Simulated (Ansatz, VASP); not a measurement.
## Two plane-wave programs on SnO2

```
Sn O
1.0
     4.72013    0.00000    0.00000
     0.00000    4.72063    0.00000
     0.00000    0.00000    3.18882
Sn O
2 4
Cartesian
  2.3601 2.3603 1.6062
  0.0000 0.0000 -0.0118
  1.4443 1.4453 -0.0750
  3.8044 0.9150 1.6694
  0.9157 3.8056 1.6694
  3.2758 3.2753 -0.0750
```

Change from the starting cell: mode 14 frozen in at -0.075 Å, normal strain along z +0.0000.

Alike in both runs: task single point; functional LDA; k mesh 6 × 6 × 8; occupations gaussian, width 0.05 eV; no spin polarisation.

|  | VASP | Ansatz |
| --- | --- | --- |
| version | VASP 6.6.1 | Ansatz 0.2.0 |
| potentials or method | VASP PAW LDA potentials, release 64 (Sn_d, O), cutoff 520 eV | scalar-relativistic, plane waves, PAW |
| valence electrons in the cell | 52 | 52 |

|  | VASP | Ansatz | Ansatz less VASP |
| --- | --- | --- | --- |
| gap on the k mesh at the Fermi level (eV) | 1.17 | 1.15 | -0.026 |
| least direct gap on the mesh (eV) | 1.17 | 1.15 | -0.026 |
| pressure (GPa) | 2.9 | 1.4 | -1.41 |
| traceless stress, the component that is largest in VASP (GPa) | 0.24 | -0.13 | -0.371 |
| rms of the force components (eV/Å) | 0.885 | 0.849 | -0.0358 |

Ansatz warns that its potentials were made for another functional, while VASP's fit it. LDA's correlation is that of Perdew and Zunger in VASP and of Perdew and Wang (1992) in Ansatz. Atom by atom the forces differ by 0.039 eV/Å (rms over components).
